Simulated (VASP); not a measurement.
Write the native input for VASP 6.6.1 that does the following.

| Item | Value |
| --- | --- |
| Task | single point |
| Functional | r2SCAN |
| Potentials or basis | VASP PAW PBE potentials, release 64 (Mg, O) |
| Cutoff | 520 eV |
| k mesh | 6 × 6 × 4 |
| Occupations | gaussian, width 0.1 eV |
| Spin | no spin polarisation |
| Dipole correction | no |
| Further INCAR settings | ALGO = Normal; EDIFF = 1e-06; NBANDS = 16 |

MgO:

```
CELL_PARAMETERS angstrom
3.28000 0.00000 0.00000
-1.64000 2.84056 0.00000
0.00000 0.00000 5.05067
ATOMIC_POSITIONS crystal
Mg 0.33333 0.66667 0.98874
Mg 0.66667 0.33333 0.48874
O 0.33333 0.66667 0.38126
O 0.66667 0.33333 0.88126
```

One way to write it, as run:

POSCAR

```
MgO
1.0
    3.2800001513      0.0000000000      0.0000000000
   -1.6400000757      2.8405634554      0.0000000000
    0.0000000000      0.0000000000      5.0506663915
Mg O
2 2
Direct
    0.3333333333      0.6666666667      0.9887445338
    0.6666666667      0.3333333333      0.4887445338
    0.3333333333      0.6666666667      0.3812554662
    0.6666666667      0.3333333333      0.8812554662
```

INCAR.step1

```
SYSTEM = MgO
PREC     = Accurate       ! precision mode
ENCUT    = 520            ! plane-wave cutoff, eV
ISMEAR   = 0              ! smearing method
SIGMA    = 0.1            ! smearing width, eV
LREAL    = .False.        ! projectors in reciprocal space
LASPH    = .True.         ! aspherical terms in the spheres
NELM     = 60             ! most SCF steps
NBANDS   = 16             ! bands
GGA      = PE             ! functional
ALGO     = Normal         ! electronic algorithm
EDIFF    = 1E-4           ! SCF threshold, eV
LWAVE    = .True.         ! write WAVECAR
LCHARG   = .False.        ! write CHGCAR
```

INCAR.step2

```
SYSTEM = MgO
PREC     = Accurate       ! precision mode
ENCUT    = 520            ! plane-wave cutoff, eV
EDIFF    = 1E-6           ! SCF threshold, eV
ISMEAR   = 0              ! smearing method
SIGMA    = 0.1            ! smearing width, eV
LREAL    = .False.        ! projectors in reciprocal space
LASPH    = .True.         ! aspherical terms in the spheres
NELM     = 60             ! most SCF steps
ALGO     = Normal         ! electronic algorithm
ISIF     = 2              ! what is computed and relaxed
LWAVE    = .False.        ! write WAVECAR
LCHARG   = .True.         ! write CHGCAR
METAGGA  = R2SCAN         ! meta-GGA
LMIXTAU  = .True.       
LELF     = .True.         ! ELF
LVHAR    = .True.       
NBANDS   = 16             ! bands
ISTART   = 1
```

KPOINTS

```
regular mesh
0
Gamma
  6 6 4
  0 0 0
```

Potentials or basis: VASP PAW PBE potentials, release 64 (Mg, O).

Run with:

```console
$ cat potpaw_PBE.64/Mg/POTCAR potpaw_PBE.64/O/POTCAR > POTCAR
$ cp INCAR.step1 INCAR
$ mpirun -np 1 vasp_std > vasp.out
$ cp INCAR.step2 INCAR
$ mpirun -np 1 vasp_std > vasp.out
```

It gave:

- Pressure: -0.2 GPa
- Largest force: 0.018 eV/Å
- Band gap on the k mesh: 4.24 eV

Caveat: the PAW data sets were made with another functional, which shifts forces and pressure a little.

It took 22 s on 1 thread of Intel(R) Xeon(R) 6975P-C (Granite Rapids) (shared host), peak memory 0.16 GiB.
